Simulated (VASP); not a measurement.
Wanted: the native input for a VASP 6.6.1 run.

| Quantity | Value |
| --- | --- |
| Task | relaxation of the atoms |
| Functional | PBE |
| Potentials or basis | VASP PAW PBE potentials, release 64 (Al) |
| Cutoff | 450 eV |
| k mesh | 6 × 6 × 1 |
| Occupations | gaussian, width 0.1 eV |
| Spin | no spin polarisation |
| Dipole correction | yes |
| Atoms held fixed (from 0) | [0, 1, 2, 3, 4, 5, 6, 7, 8, 9, 10, 11] |
| Further INCAR settings | ALGO = Normal; EDIFF = 1e-07; NELMDL = -8; IBRION = 2; EDIFFG = -0.025; NSW = 36 |
| Atoms held along some axes (from 0) | atom 12 along a and b |

The structure of Al lies in POSCAR:

```
Al
1.0
    5.7143028096      0.0000000000      0.0000000000
   -2.8571514048      4.9487313980      0.0000000000
    0.0000000000      0.0000000000     20.1016424764
Al
13
Selective dynamics
Direct
    0.3333333333      0.1666666667      0.1989887147  F F F
    0.3333333333      0.6666666667      0.1989887147  F F F
    0.8333333333      0.1666666667      0.1989887147  F F F
    0.8333333333      0.6666666667      0.1989887147  F F F
    0.1666666667      0.3333333333      0.3134533099  F F F
    0.1666666667      0.8333333333      0.3134533099  F F F
    0.6666666667      0.3333333333      0.3134533099  F F F
    0.6666666667      0.8333333333      0.3134533099  F F F
    0.0000000000      0.0000000000      0.4279074452  F F F
    0.0000000000      0.5000000000      0.4279074452  F F F
    0.5000000000      0.0000000000      0.4279074452  F F F
    0.5000000000      0.5000000000      0.4279074452  F F F
    0.0000000000      0.2500000000      0.5308556935  F F T
```

These files were run (other wordings do the same):

INCAR

```
PREC = Accurate
ENCUT = 450
EDIFF = 1E-7
ISMEAR = 0
SIGMA = 0.1
LREAL = F
LASPH = T
NELM = 120
ALGO = Normal
ISIF = 2
LWAVE = F
LCHARG = F
LDIPOL = T
IDIPOL = 3
DIPOL = 0.5 0.5 0.330
GGA = PE
IBRION = 2
NSW = 36
EDIFFG = -0.025
GGA_COMPAT = F
NELMIN = 4
NELMDL = -8
```

KPOINTS

```
regular mesh
0
Gamma
  6 6 1
```

Potentials or basis: VASP PAW PBE potentials, release 64 (Al).

Command:

```sh
$ cat potpaw_PBE.64/Al/POTCAR > POTCAR
$ mpirun -np 1 vasp_std > vasp.out
```

It gave:

```yaml
Energy_gained_by_relaxing: 6.2 meV/atom
Ionic_steps: 4
Band_gap_on_the_k_mesh: zero (an odd number of electrons rules out a gap without spin polarisation)
```

It took 7.9 min on 1 thread of Intel(R) Xeon(R) 6975P-C (Granite Rapids) (shared host), peak memory 0.57 GiB.
